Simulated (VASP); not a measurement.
# P (P4/nmm) in VASP: further runs

P is run at these levels: PBEsol, r2SCAN; tasks: single point.

Everything below comes from runs of VASP 6.6.1. Logs are shortened: lines on timing, memory, paths and dates and some standing lists are left out, and cuts for length are marked.

## 1. The cell of the first run

The structure is tetragonal, space group P4/nmm (No. 129). Conventional cell: a = 4.261 Å, b = 4.261 Å, c = 3.829 Å, α = 90.00°, β = 90.00°, γ = 90.00°. P (site symmetry -4m2) has 8 P at 2.29 to 3.01 Å within 3.1 Å. Within 3.0 Å of P (site symmetry 4mm) lie 4 P at 2.29 Å.

## 2. Single point, PBEsol

The input, INCAR:

```
ALGO = Normal ; EDIFF = 1E-6
ENCUT = 520 ; GGA = PS
ISIF = 2 ; ISMEAR = 0
LASPH = True ; LCHARG = False
LREAL = False ; LWAVE = False
NBANDS = 18 ; NELM = 80
PREC = Accurate ; SIGMA = 0.02
```

The input, KPOINTS:

```
k-points
0
Gamma
  4 4 4
```

The input, POSCAR:

```
P
1.0
    4.2612527220      0.0000000000      0.0000000000
    0.0000000000      4.2612527220      0.0000000000
    0.0000000000      0.0000000000      3.8290895704
P
4
Direct
    0.5000000000      0.5000000000      0.0000000000
    0.0000000000      0.0000000000      0.0000000000
    0.0000000000      0.5000000000      0.7820744056
    0.5000000000      0.0000000000      0.2179255944
```

Potentials or basis: VASP PAW PBE potentials, release 64 (P).

Started as:

```bash
$ cat potpaw_PBE.64/P/POTCAR > POTCAR
$ mpirun -np 1 vasp_std > vasp.out
```

OUTCAR:

```text
EDIFF = 1E-6
   ENCUT = 520
   GGA = PS
   ISIF = 2
   ISMEAR = 0
   LASPH = True
   LREAL = False
   NELM = 80
   PREC = Accurate

 ion  position               nearest neighbor table
   1  0.500  0.500  0.000-   3 2.29   4 2.29   4 2.29   3 2.29
   2  0.000  0.000  0.000-   3 2.29   4 2.29   3 2.29   4 2.29
   3  0.000  0.500  0.782-   1 2.29   2 2.29   2 2.29   1 2.29
   4  0.500  0.000  0.218-   1 2.29   2 2.29   1 2.29   2 2.29

  LATTYP: Found a simple tetragonal cell.
 ALAT       =     4.2612527220
 C/A-ratio  =     0.8985830741

  Lattice vectors:

 A1 = (   4.2612527220,   0.0000000000,   0.0000000000)
 A2 = (   0.0000000000,   4.2612527220,   0.0000000000)
 A3 = (   0.0000000000,   0.0000000000,   3.8290895704)

Analysis of symmetry for initial positions (statically):
=====================================================================
 Subroutine PRICEL returns:
 Original cell was already a primitive cell.

 Routine SETGRP: Setting up the symmetry group for a
 simple tetragonal supercell.

 Subroutine GETGRP returns: Found 16 space group operations
 (whereof  8 operations were pure point group operations)
 out of a pool of 16 trial point group operations.

The static configuration has the point symmetry D_2d.
 The point group associated with its full space group is D_4h.

Analysis of symmetry for dynamics (positions and initial velocities):
=====================================================================
 Subroutine PRICEL returns:
 Original cell was already a primitive cell.

 Routine SETGRP: Setting up the symmetry group for a
 simple tetragonal supercell.

 Subroutine GETGRP returns: Found 16 space group operations
 (whereof  8 operations were pure point group operations)
 out of a pool of 16 trial point group operations.

The dynamic configuration has the point symmetry D_2d.
 The point group associated with its full space group is D_4h.

 Subroutine INISYM returns: Found 16 space group operations
 (whereof  8 operations are pure point group operations),
 and found     1 'primitive' translations

----------------------------------------------------------------------------------------

                                     Primitive cell

  volume of cell :      69.5297

  direct lattice vectors                    reciprocal lattice vectors
     4.261252722  0.000000000  0.000000000     0.234672775  0.000000000  0.000000000
     0.000000000  4.261252722  0.000000000     0.000000000  0.234672775  0.000000000
     0.000000000  0.000000000  3.829089570     0.000000000  0.000000000  0.261158686

  length of vectors
     4.261252722  4.261252722  3.829089570     0.234672775  0.234672775  0.261158686

  position of ions in fractional coordinates (direct lattice)
     0.500000000  0.500000000  0.000000000
     0.000000000  0.000000000  0.000000000
     0.000000000  0.500000000  0.782074406
     0.500000000  0.000000000  0.217925594

  ion indices of the primitive-cell ions
   primitive index   ion index
                 1           1
                 2           2
                 3           3
                 4           4

----------------------------------------------------------------------------------------

 KPOINTS: k-points

Automatic generation of k-mesh.
 Grid dimensions read from file:
 generate k-points for:    4    4    4

 Generating k-lattice:

  Cartesian coordinates                     Fractional coordinates (reciprocal lattice)
     0.058668194  0.000000000  0.000000000     0.250000000  0.000000000  0.000000000
     0.000000000  0.058668194  0.000000000     0.000000000  0.250000000  0.000000000
     0.000000000  0.000000000  0.065289671     0.000000000  0.000000000  0.250000000

  Length of vectors
     0.058668194  0.058668194  0.065289671

  Shift w.r.t. Gamma in fractional coordinates (k-lattice)
     0.000000000  0.000000000  0.000000000

 Subroutine IBZKPT returns following result:
 ===========================================

 Found     18 irreducible k-points:

 Following reciprocal coordinates:
            Coordinates               Weight
  0.000000  0.000000  0.000000      1.000000
  0.250000  0.000000  0.000000      4.000000
  0.500000  0.000000  0.000000      2.000000
  0.250000  0.250000  0.000000      4.000000
  0.500000  0.250000  0.000000      4.000000
  0.500000  0.500000  0.000000      1.000000
[... 10 lines left out ...]
  0.500000  0.250000  0.500000      4.000000
  0.500000  0.500000  0.500000      1.000000
   k-points           NKPTS =     18   k-points in BZ     NKDIM =     18   number of bands    NBANDS=     18
   number of dos      NEDOS =    301   number of ions     NIONS =      4
   total plane-waves  NPLWV =  28672
   dimension x,y,z NGX =    32 NGY =   32 NGZ =   28
   dimension x,y,z NGXF=    64 NGYF=   64 NGZF=   56
   ions per type =               4
   NGX,Y,Z   is equivalent  to a cutoff of  12.48, 12.48, 12.16 a.u.
   NGXF,Y,Z  is equivalent  to a cutoff of  24.97, 24.97, 24.31 a.u.
 SYSTEM =  unknown system
   PREC   = accura    normal or accurate (medium, high low for compatibility)
   ISTART =      0    job   : 0-new  1-cont  2-samecut
   ICHARG =      2    charge: 1-file 2-atom 10-const
   ISPIN  =      1    spin polarized calculation?
   LNONCOLLINEAR =      F non collinear calculations
   LSORBIT =      F    spin-orbit coupling
   LASPH  =      T    aspherical Exc in radial PAW
   ENCUT  =  520.0 eV  38.22 Ry    6.18 a.u.   7.92  7.92  7.12*2*pi/ulx,y,z
   NELM   =     80;   NELMIN=  2; NELMDL= -5     # of ELM steps
   EDIFF  = 0.1E-05   stopping-criterion for ELM
   LREAL  =      F    real-space projection
   EDIFFG = 0.1E-04   stopping-criterion for IOM
   NSW    =      0    number of steps for IOM
   IBRION =     -1    ionic relax: 0-MD 1-quasi-New 2-CG
   NFREE  =      0    steps in history (QN), initial steepest desc. (CG)
   ISIF   =      2    stress and relaxation
   ISYM   =      2    0-nonsym 1-usesym 2-fastsym
   POTIM  = 0.5000    time-step for ionic-motion
   TEBEG  =    0.0;   TEEND  =   0.0 temperature during run
   PSTRESS=    0.0 pullay stress
   NELECT =      20.0000    total number of electrons
   NUPDOWN=      -1.0000    fix difference up-down
   EMIN   =  10.00;   EMAX   =-10.00  energy-range for DOS
   EFERMI =   0.00;   METHOD = LEGACY
   ISMEAR =     0;   SIGMA  =   0.02  broadening in eV -4-tet -1-fermi 0-gaus
   EFERMI_NEDOS =   21; number of points for ismear=-14 and -15
   IALGO  =     38    algorithm
   IMIX   =      4    mixing-type and parameters
     AMIX     =   0.40;   BMIX     =  1.00
     AMIX_MAG =   1.60;   BMIX_MAG =  1.00
  volume/ion in A,a.u.               =      17.38       117.30
  Fermi-wavevector in a.u.,A,eV,Ry     =   1.080674  2.042178 15.889656  1.167857
  Thomas-Fermi vector in A             =   2.216671
   LORBIT       =      0    0 simple, 1 ext, 2 COOP (PROOUT), +10 PAW based schemes
   GGA     = PS    functional components
   LHFCALC =     F    Hartree Fock is set to
   AEXX    =    0.0000 exact exchange contribution
   IVDW    =     0    specifies the selected vdW correction
   LEPSILON=     F    determine dielectric tensor
   LRPA    =     F    only Hartree local field effects (RPA)
 non-spin polarized calculation
 Gauss-broadening in eV      SIGMA  =   0.02
  energy-cutoff  :      520.00
  volume of cell :       69.53
 maximum number of plane-waves:      1888
 NGX is ok and might be reduce to    32
   NGX = 15   NGY = 15   NGZ = 15

 number of electron      19.9999995 magnetization

 Free energy of the ion-electron system (eV)
  ---------------------------------------------------
  ext. energy  EPLUGINS =         0.00000000
  ---------------------------------------------------
  free energy    TOTEN  =       -22.28764526 eV

  energy without entropy =      -22.28764526  energy(sigma->0) =      -22.28764526

 E-fermi :   7.0301     XC(G=0): -10.4042

 val. band max:        6.9360449814   @ k =   0.2500   0.2500   0.0000
 cond. band min:       7.1335833317   @ k =   0.2500   0.2500   0.2500
 fundamental gap:      0.1975383503
 Fermi energy:         7.0301287065

 k-point     1 :       0.0000    0.0000    0.0000
  band No.  band energies     occupation
      1      -8.8508      2.00000
      2      -3.0559      2.00000
      3      -2.0587      2.00000
      4      -0.5814      2.00000
      5      -0.5814      2.00000
      6       3.0434      2.00000
[... 10 lines left out ...]
     17      12.5461      0.00000
     18      14.5400      0.00000

 k-point     2 :       0.2500    0.0000    0.0000
  band No.  band energies     occupation
      1      -8.3813      2.00000
      2      -4.7830      2.00000
      3      -2.1490      2.00000
      4      -0.1623      2.00000
      5       1.2850      2.00000
      6       1.9428      2.00000
[... 10 lines left out ...]
     17      13.1302      0.00000
     18      14.1050      0.00000

 k-point     3 :       0.5000    0.0000    0.0000
  band No.  band energies     occupation
      1      -6.9922      2.00000
      2      -6.9922      2.00000
      3      -0.8267      2.00000
      4      -0.8267      2.00000
      5       1.0486      2.00000
      6       1.0486      2.00000
[... 10 lines left out ...]
     17      13.4439      0.00000
     18      13.4439      0.00000

 k-point     4 :       0.2500    0.2500    0.0000
  band No.  band energies     occupation
      1      -7.9129      2.00000
      2      -4.4267      2.00000
      3      -4.1942      2.00000
      4      -0.7968      2.00000
      5       1.4921      2.00000
      6       3.2503      2.00000
[... 249 lines left out ...]
      4      -0.7181      2.00000
      5      -0.2195      2.00000
      6       2.4290      2.00000
[... 10 lines left out ...]
     17      14.3061      0.00000
     18      15.4822      0.00000

 k-point    17 :       0.5000    0.2500    0.5000
  band No.  band energies     occupation
      1      -6.0538      2.00000
      2      -6.0538      2.00000
      3      -2.7394      2.00000
      4      -2.7394      2.00000
      5       0.8977      2.00000
      6       0.8977      2.00000
[... 10 lines left out ...]
     17      15.5553      0.00000
     18      15.5553      0.00000

 k-point    18 :       0.5000    0.5000    0.5000
  band No.  band energies     occupation
      1      -4.7778      2.00000
      2      -4.7778      2.00000
      3      -4.6704      2.00000
      4      -4.6704      2.00000
      5       1.6983      2.00000
      6       1.6983      2.00000
[... 10 lines left out ...]
     17      15.5363      0.00000
     18      15.5425      0.00000

------------------------ aborting loop because EDIFF is reached ----------------------------------------

  FORCE on cell =-STRESS in cart. coord.  units (eV):
  Direction    XX          YY          ZZ          XY          YZ          ZX
  --------------------------------------------------------------------------------------
  -------------------------------------------------------------------------------------
  Total        0.0035557      0.0035557     -0.0253553      0.0000000     -0.0000000      0.0000000
  in kB        0.0819334      0.0819334     -0.5842632      0.0000000     -0.0000000      0.0000000
  external PRESSURE =      -0.1401321 kB  Pullay stress =       0.0000000 kB

 VOLUME and BASIS-vectors are now :
 -----------------------------------------------------------------------------
  energy-cutoff  :      520.00
  volume of cell :       69.53
      direct lattice vectors                 reciprocal lattice vectors
     4.261252722  0.000000000  0.000000000     0.234672775  0.000000000  0.000000000
     0.000000000  4.261252722  0.000000000     0.000000000  0.234672775  0.000000000
     0.000000000  0.000000000  3.829089570     0.000000000  0.000000000  0.261158686

 POSITION                                       TOTAL-FORCE (eV/Angst)
 -----------------------------------------------------------------------------------
      2.13063      2.13063      0.00000         0.000000      0.000000     -0.000000
      0.00000      0.00000      0.00000         0.000000      0.000000     -0.000000
      0.00000      2.13063      2.99463         0.000000     -0.000000      0.014750
      2.13063      0.00000      0.83446        -0.000000     -0.000000     -0.014750
 -----------------------------------------------------------------------------------
    total drift:                                0.000000     -0.000000     -0.000000

  FREE ENERGIE OF THE ION-ELECTRON SYSTEM (eV)
  ---------------------------------------------------
  free  energy   TOTEN  =       -22.2876452623 eV

  energy  without entropy=      -22.2876452623  energy(sigma->0) =      -22.28764526
```

Wall time 8.3 s (1 thread of Intel Xeon 6975P-C (Granite Rapids), shared host); peak memory 0.16 GiB.

What came out:

- Free energy: -22.2876 eV
- Pressure: 0.0 GPa
- Largest force: 0.015 eV/Å
- Band gap on the k mesh: zero (bands 10 and 11 overlap by 1.42 eV)

Forces in eV/Å, atoms in the order of the input:
```
P    0.000  0.000  0.000
P    0.000  0.000  0.000
P    0.000  0.000  0.015
P    0.000  0.000 -0.015
```

Levels at points of the mesh, in eV from the Fermi level:
| k point | band 7 | band 8 | band 9 | band 10 | band 11 | band 12 | band 13 | band 14 |
| --- | --- | --- | --- | --- | --- | --- | --- | --- |
| (0.00, 0.00, 0.00) | -3.09 | -3.09 | -2.42 | -0.31 | 0.12 | 1.06 | 3.05 | 4.37 |
| (0.50, 0.00, 0.00) | -2.74 | -2.74 | -1.46 | -1.46 | 2.03 | 2.03 | 4.66 | 4.66 |
| (0.50, 0.50, 0.00) | -2.01 | -2.01 | 0.88 | 0.88 | 2.55 | 2.55 | 2.79 | 2.79 |
| (0.00, 0.00, 0.50) | -3.95 | -3.37 | -3.37 | -1.77 | 1.25 | 1.79 | 1.79 | 2.35 |
| (0.50, 0.00, 0.50) | -4.51 | -4.51 | -1.05 | -1.05 | 2.05 | 2.05 | 2.05 | 2.05 |
| (0.50, 0.50, 0.50) | -4.59 | -4.59 | 1.08 | 1.08 | 3.32 | 3.32 | 4.14 | 4.14 |

Caveat: the k points lie up to 0.41 Å⁻¹ apart, too coarse for converged energies and pressures of a metal; the PAW data sets were made with another functional, which shifts forces and pressure a little.

(Part 1 of 2 ends here.)
